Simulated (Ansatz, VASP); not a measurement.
**K: VASP beside Ansatz**

```
K
1.0
     4.53066    0.00000    0.00000
    -2.26533    3.92366    0.00000
     0.00000    0.00000   33.06587
K
9
Direct
  0.00000 0.00000 0.00000
  0.00000 0.00000 0.77779
  0.33333 0.66667 0.88888
  0.66667 0.33333 0.33333
  0.66667 0.33333 0.11112
  0.00000 0.00000 0.22221
  0.33333 0.66667 0.66667
  0.33333 0.66667 0.44446
  0.66667 0.33333 0.55554
```

Change from the starting cell: equal strain along all axes, cell held, atoms relaxed: -4.0 %.

Alike in both runs: functional PBE; k mesh 9 × 9 × 1; occupations gaussian, width 0.1 eV; no spin polarisation.

Ansatz relaxed the structure, and its values are those at the end. VASP's run is a single point on that final structure, the one shown.

|  | VASP | Ansatz |
| --- | --- | --- |
| version | VASP 6.6.1 | Ansatz 0.2.0 |
| potentials or method | VASP PAW PBE potentials, release 64 (K_sv), cutoff 520 eV | scalar-relativistic, plane waves, PAW |
| valence electrons in the cell | 81 | 81 |

```tsv
	VASP	Ansatz	Ansatz less VASP
gap on the k mesh at the Fermi level (eV)	none	none	-
pressure (GPa)	0.5	0.6	+0.01
```

A gap of «none» marks a metal or a gap that the smearing closes. With one functional, cell and mesh, what is left measures potentials, basis and numerics. Ansatz's warnings: stress scf threshold loose.
